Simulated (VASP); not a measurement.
# Ge (R-3) in VASP: notebook

The runs below take Ge through single point, with LDA.

Program: VASP 6.6.1. These are calculated values, not measurements. Logs are shortened: lines on timing, memory, paths and dates and some standing lists are left out, and cuts for length are marked.

**1. The cell of the first run**

Symmetry: R-3, No. 148, trigonal system. Conventional cell: a = 9.663 Å, b = 9.663 Å, c = 5.808 Å, α = 90.00°, β = 90.00°, γ = 120.00°. Within 3.3 Å of Ge (site symmetry 3) lie 5 Ge at 2.43 to 3.30 Å. Within 3.2 Å of Ge (site symmetry 1) lie 4 Ge at 2.43 to 2.46 Å.

**2. Single point, LDA**

The input, INCAR:

```
SYSTEM = Ge
PREC = Accurate
ENCUT = 520
EDIFF = 1E-6
ISMEAR = 0
SIGMA = 0.15
LREAL = .False.
LASPH = .True.
NELM = 60
ALGO = Fast
ISIF = 2
LWAVE = .False.
LCHARG = .False.
GGA = CA
NBANDS = 66
```

The input, KPOINTS:

```
regular mesh
0
Gamma
  9 9 9
  0 0 0
```

The input, POSCAR:

```
Ge
1.0
    4.8313000000      2.7893523555      1.9360574366
   -4.8313000000      2.7893523555      1.9360574366
    0.0000000000     -5.5787047111      1.9360574366
Ge
8
Direct
    0.7160372198      0.7160372198      0.7160372198
    0.2839627802      0.2839627802      0.2839627802
    0.0289443365      0.7253625346      0.5322921793
    0.5322921793      0.0289443365      0.7253625346
    0.7253625346      0.5322921793      0.0289443365
    0.9710556635      0.2746374654      0.4677078207
    0.4677078207      0.9710556635      0.2746374654
    0.2746374654      0.4677078207      0.9710556635
```

Potentials or basis: VASP PAW LDA potentials, release 64 (Ge_d).

The run is started by

```bash
cat potpaw_LDA.64/Ge_d/POTCAR > POTCAR
mpirun -np 1 vasp_std > vasp.out
```

OUTCAR:

```text
SYSTEM = Ge
   PREC = Accurate
   ENCUT = 520
   EDIFF = 1E-6
   ISMEAR = 0
   LREAL = .False.
   LASPH = .True.
   NELM = 60
   ISIF = 2
   GGA = CA

 ion  position               nearest neighbor table
   1  0.716  0.716  0.716-   3 2.43   4 2.43   5 2.43   2 2.51
   2  0.284  0.284  0.284-   6 2.43   7 2.43   8 2.43   1 2.51
   3  0.029  0.725  0.532-   1 2.43   6 2.44   4 2.46   5 2.46
   4  0.532  0.029  0.725-   1 2.43   7 2.44   3 2.46   5 2.46
   5  0.725  0.532  0.029-   1 2.43   8 2.44   4 2.46   3 2.46
   6  0.971  0.275  0.468-   2 2.43   3 2.44   7 2.46   8 2.46
   7  0.468  0.971  0.275-   2 2.43   4 2.44   6 2.46   8 2.46
   8  0.275  0.468  0.971-   2 2.43   5 2.44   7 2.46   6 2.46

  LATTYP: Found a trigonal (rhomboedric) cell.
 ALAT       =     5.9051049653
 COS(alpha) =    -0.3387601112

  Lattice vectors:

 A1 = (   4.8313000000,   2.7893523555,   1.9360574366)
 A2 = (  -4.8313000000,   2.7893523555,   1.9360574366)
 A3 = (   0.0000000000,  -5.5787047111,   1.9360574366)

Analysis of symmetry for initial positions (statically):
=====================================================================
 Subroutine PRICEL returns:
 Original cell was already a primitive cell.

 Routine SETGRP: Setting up the symmetry group for a
 trigonal (rhombohedral) supercell.

 Subroutine GETGRP returns: Found  6 space group operations
 (whereof  6 operations were pure point group operations)
 out of a pool of 12 trial point group operations.

The static configuration has the point symmetry S_6 .

Analysis of symmetry for dynamics (positions and initial velocities):
=====================================================================
 Subroutine PRICEL returns:
 Original cell was already a primitive cell.

 Routine SETGRP: Setting up the symmetry group for a
 trigonal (rhombohedral) supercell.

 Subroutine GETGRP returns: Found  6 space group operations
 (whereof  6 operations were pure point group operations)
 out of a pool of 12 trial point group operations.

The dynamic configuration has the point symmetry S_6 .

 Subroutine INISYM returns: Found  6 space group operations
 (whereof  6 operations are pure point group operations),
 and found     1 'primitive' translations

----------------------------------------------------------------------------------------

                                     Primitive cell

  volume of cell :     156.5442

  direct lattice vectors                    reciprocal lattice vectors
     4.831300000  2.789352356  1.936057437     0.103491814  0.059751027  0.172171201
    -4.831300000  2.789352356  1.936057437    -0.103491814  0.059751027  0.172171201
     0.000000000 -5.578704711  1.936057437     0.000000000 -0.119502053  0.172171201

  length of vectors
     5.905104965  5.905104965  5.905104965     0.209579730  0.209579730  0.209579730

  position of ions in fractional coordinates (direct lattice)
     0.716037220  0.716037220  0.716037220
     0.283962780  0.283962780  0.283962780
     0.028944336  0.725362535  0.532292179
     0.532292179  0.028944336  0.725362535
     0.725362535  0.532292179  0.028944336
     0.971055664  0.274637465  0.467707821
     0.467707821  0.971055664  0.274637465
     0.274637465  0.467707821  0.971055664

  ion indices of the primitive-cell ions
   primitive index   ion index
                 1           1
                 2           2
                 3           3
                 4           4
                 5           5
                 6           6
                 7           7
                 8           8

----------------------------------------------------------------------------------------

 KPOINTS: regular mesh

Automatic generation of k-mesh.
 Grid dimensions read from file:
 generate k-points for:    9    9    9

 Generating k-lattice:

  Cartesian coordinates                     Fractional coordinates (reciprocal lattice)
     0.011499090  0.006639003  0.019130133     0.111111111  0.000000000 -0.000000000
    -0.011499090  0.006639003  0.019130133     0.000000000  0.111111111 -0.000000000
     0.000000000 -0.013278006  0.019130133    -0.000000000 -0.000000000  0.111111111

  Length of vectors
     0.023286637  0.023286637  0.023286637

  Shift w.r.t. Gamma in fractional coordinates (k-lattice)
     0.000000000  0.000000000  0.000000000

 Subroutine IBZKPT returns following result:
 ===========================================

 Found    125 irreducible k-points:

 Following reciprocal coordinates:
            Coordinates               Weight
  0.000000  0.000000  0.000000      1.000000
  0.111111  0.000000  0.000000      6.000000
  0.222222 -0.000000 -0.000000      6.000000
  0.333333  0.000000 -0.000000      6.000000
  0.444444 -0.000000 -0.000000      6.000000
  0.111111  0.111111 -0.000000      6.000000
[... 16 lines left out ...]
  0.444444  0.222222 -0.000000      6.000000
 -0.444444 -0.000000 -0.222222      6.000000
 [... further k-points ...]
   k-points           NKPTS =    125   k-points in BZ     NKDIM =    125   number of bands    NBANDS=     66
   number of dos      NEDOS =    301   number of ions     NIONS =      8
   total plane-waves  NPLWV = 110592
   dimension x,y,z NGX =    48 NGY =   48 NGZ =   48
   dimension x,y,z NGXF=    96 NGYF=   96 NGZF=   96
   ions per type =               8
   NGX,Y,Z   is equivalent  to a cutoff of  13.51, 13.51, 13.51 a.u.
   NGXF,Y,Z  is equivalent  to a cutoff of  27.03, 27.03, 27.03 a.u.
 SYSTEM =  Ge
   PREC   = accura    normal or accurate (medium, high low for compatibility)
   ISTART =      0    job   : 0-new  1-cont  2-samecut
   ICHARG =      2    charge: 1-file 2-atom 10-const
   ISPIN  =      1    spin polarized calculation?
   LNONCOLLINEAR =      F non collinear calculations
   LSORBIT =      F    spin-orbit coupling
   LASPH  =      T    aspherical Exc in radial PAW
   ENCUT  =  520.0 eV  38.22 Ry    6.18 a.u.  10.98 10.98 10.98*2*pi/ulx,y,z
   NELM   =     60;   NELMIN=  2; NELMDL= -5     # of ELM steps
   EDIFF  = 0.1E-05   stopping-criterion for ELM
   LREAL  =      F    real-space projection
   EDIFFG = 0.1E-04   stopping-criterion for IOM
   NSW    =      0    number of steps for IOM
   IBRION =     -1    ionic relax: 0-MD 1-quasi-New 2-CG
   NFREE  =      0    steps in history (QN), initial steepest desc. (CG)
   ISIF   =      2    stress and relaxation
   ISYM   =      2    0-nonsym 1-usesym 2-fastsym
   POTIM  = 0.5000    time-step for ionic-motion
   TEBEG  =    0.0;   TEEND  =   0.0 temperature during run
   PSTRESS=    0.0 pullay stress
   NELECT =     112.0000    total number of electrons
   NUPDOWN=      -1.0000    fix difference up-down
   EMIN   =  10.00;   EMAX   =-10.00  energy-range for DOS
   EFERMI =   0.00;   METHOD = LEGACY
   ISMEAR =     0;   SIGMA  =   0.15  broadening in eV -4-tet -1-fermi 0-gaus
   EFERMI_NEDOS =   21; number of points for ismear=-14 and -15
   IALGO  =     68    algorithm
   IMIX   =      4    mixing-type and parameters
     AMIX     =   0.40;   BMIX     =  1.00
     AMIX_MAG =   1.60;   BMIX_MAG =  1.00
  volume/ion in A,a.u.               =      19.57       132.05
  Fermi-wavevector in a.u.,A,eV,Ry     =   1.464205  2.766946 29.169479  2.143896
  Thomas-Fermi vector in A             =   2.580209
   LORBIT       =      0    0 simple, 1 ext, 2 COOP (PROOUT), +10 PAW based schemes
   GGA     = CA    functional components
   LHFCALC =     F    Hartree Fock is set to
   AEXX    =    0.0000 exact exchange contribution
   IVDW    =     0    specifies the selected vdW correction
   LEPSILON=     F    determine dielectric tensor
   LRPA    =     F    only Hartree local field effects (RPA)
 non-spin polarized calculation
 RMM-DIIS sequential band-by-band and
 Gauss-broadening in eV      SIGMA  =   0.15
  energy-cutoff  :      520.00
  volume of cell :      156.54
 maximum number of plane-waves:      4248
 NGX is ok and might be reduce to    48
   NGX = 21   NGY = 21   NGZ = 21

 number of electron     112.0000001 magnetization

 Free energy of the ion-electron system (eV)
  ---------------------------------------------------
  ext. energy  EPLUGINS =         0.00000000
  ---------------------------------------------------
  free energy    TOTEN  =       -40.60129983 eV

  energy without entropy =      -40.59079281  energy(sigma->0) =      -40.59604632

 E-fermi :   6.0341     XC(G=0): -11.1723

 val. band max:        6.0327030820   @ k =   0.4444   0.4444   0.3333
 cond. band min:       6.0512084312   @ k =  -0.2222   0.3333   0.2222
 fundamental gap:      0.0185053491
 Fermi energy:         6.0341052952

 k-point     1 :       0.0000    0.0000    0.0000
  band No.  band energies     occupation
      1     -18.9751      2.00000
      2     -18.9751      2.00000
      3     -18.9642      2.00000
      4     -18.9559      2.00000
      5     -18.9559      2.00000
      6     -18.9294      2.00000
[... 58 lines left out ...]
     65      11.3496      0.00000
     66      12.6968      0.00000

 k-point     2 :       0.1111    0.0000    0.0000
  band No.  band energies     occupation
      1     -18.9756      2.00000
      2     -18.9739      2.00000
      3     -18.9639      2.00000
      4     -18.9557      2.00000
      5     -18.9536      2.00000
      6     -18.9298      2.00000
[... 58 lines left out ...]
     65      11.1795      0.00000
     66      11.9296      0.00000

 k-point     3 :       0.2222   -0.0000   -0.0000
  band No.  band energies     occupation
      1     -18.9763      2.00000
      2     -18.9708      2.00000
      3     -18.9625      2.00000
      4     -18.9551      2.00000
      5     -18.9480      2.00000
      6     -18.9308      2.00000
[... 1438 lines left out ...]
     65      10.3670      0.00000
     66      10.7972      0.00000

 k-point    24 :      -0.4444   -0.0000   -0.2222
  band No.  band energies     occupation
      1     -18.9744      2.00000
      2     -18.9653      2.00000
      3     -18.9591      2.00000
      4     -18.9551      2.00000
      5     -18.9358      2.00000
      6     -18.9320      2.00000
[... 58 lines left out ...]
     65      10.5461      0.00000
     66      10.9002      0.00000

 [... further k-points ...]

------------------------ aborting loop because EDIFF is reached ----------------------------------------

  FORCE on cell =-STRESS in cart. coord.  units (eV):
  Direction    XX          YY          ZZ          XY          YZ          ZX
  --------------------------------------------------------------------------------------
  -------------------------------------------------------------------------------------
  Total        2.2691484      2.2691484      0.6952821      0.0000000     -0.0000000     -0.0000000
  in kB       23.2239783     23.2239783      7.1159810      0.0000001     -0.0000000     -0.0000000
  external PRESSURE =      17.8546459 kB  Pullay stress =       0.0000000 kB

 VOLUME and BASIS-vectors are now :
 -----------------------------------------------------------------------------
  energy-cutoff  :      520.00
  volume of cell :      156.54
      direct lattice vectors                 reciprocal lattice vectors
     4.831300000  2.789352356  1.936057437     0.103491814  0.059751027  0.172171201
    -4.831300000  2.789352356  1.936057437    -0.103491814  0.059751027  0.172171201
     0.000000000 -5.578704711  1.936057437     0.000000000 -0.119502053  0.172171201

 POSITION                                       TOTAL-FORCE (eV/Angst)
 -----------------------------------------------------------------------------------
      0.00000     -0.00000      4.15887        -0.000000      0.000000     -0.037184
      0.00000     -0.00000      1.64930        -0.000000     -0.000000      0.037184
     -3.36461     -0.86547      2.49093        -0.046171      0.090451      0.053097
      2.43182     -2.48110      2.49093        -0.055247     -0.085211      0.053097
      0.93278      3.34657      2.49093         0.101418     -0.005240      0.053097
      3.36461      0.86547      3.31724         0.046171     -0.090451     -0.053097
     -2.43182      2.48110      3.31724         0.055247      0.085211     -0.053097
     -0.93278     -3.34657      3.31724        -0.101418      0.005240     -0.053097
 -----------------------------------------------------------------------------------
    total drift:                               -0.000000      0.000000      0.000000

  FREE ENERGIE OF THE ION-ELECTRON SYSTEM (eV)
  ---------------------------------------------------
  free  energy   TOTEN  =       -40.6012998252 eV

  energy  without entropy=      -40.5907928085  energy(sigma->0) =      -40.59604632
```

Wall time 64 min (1 thread of Oxide Virtual Turin-like, shared host); peak memory 0.8 GiB.

Results:

| Item | Value |
| --- | --- |
| Free energy | -40.6013 eV |
| Pressure | 1.8 GPa |
| Largest force | 0.115 eV/Å |
| Band gap on the k mesh | zero (bands 56 and 57 overlap by 0.42 eV) |

Forces on the atoms (eV/Å):
```
Ge   0.000  0.000 -0.037
Ge   0.000  0.000  0.037
Ge  -0.046  0.090  0.053
Ge  -0.055 -0.085  0.053
Ge   0.101 -0.005  0.053
Ge   0.046 -0.090 -0.053
Ge   0.055  0.085 -0.053
Ge  -0.101  0.005 -0.053
```

Caveat: semilocal functionals underestimate gaps, so a narrow gap can read as zero.

(Continued in part 2 of 2.)
